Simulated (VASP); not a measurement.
Runs of VASP 6.6.1 on ZnSb3. The structure is that of space group Pm-3m (No. 221), or close to it. The cells are those of the table. 

```csv
task,cell,k mesh,cutoff (eV),gap on the mesh (eV),pressure (GPa),relaxed volume (Å³/atom)
single point,"a = 4.684 Å, 4 atoms",4 × 4 × 4,520,none,-0.3,-
relaxation of cell and atoms,"relaxed from a = 4.684 Å, 4 atoms",10 × 10 × 10,600,none,0.0,25.53
single point,"a = 4.570 Å, 4 atoms",4 × 4 × 4,520,none,(a),-
relaxation of cell and atoms,"relaxed from a = 4.570 Å, 4 atoms",4 × 4 × 4,600,none,0.0,25.53
single point,"a = 4.676 Å, 4 atoms",10 × 10 × 10,520,none,-0.1,-
```

Alike in all rows: level PBE; potentials or basis VASP PAW PBE potentials, release 64 (Zn, Sb); no spin polarisation; smearing gaussian 0.1 eV.

Question: Estimate the missing entries.

Answer: (a) 4.5.

Caveats: spin-orbit coupling is left out, which moves the levels of the heavy elements.

A k mesh can miss the band edges, and the runs leave out spin-orbit coupling on Sb.

A gap of «none» marks levels without a gap at the run's occupations.
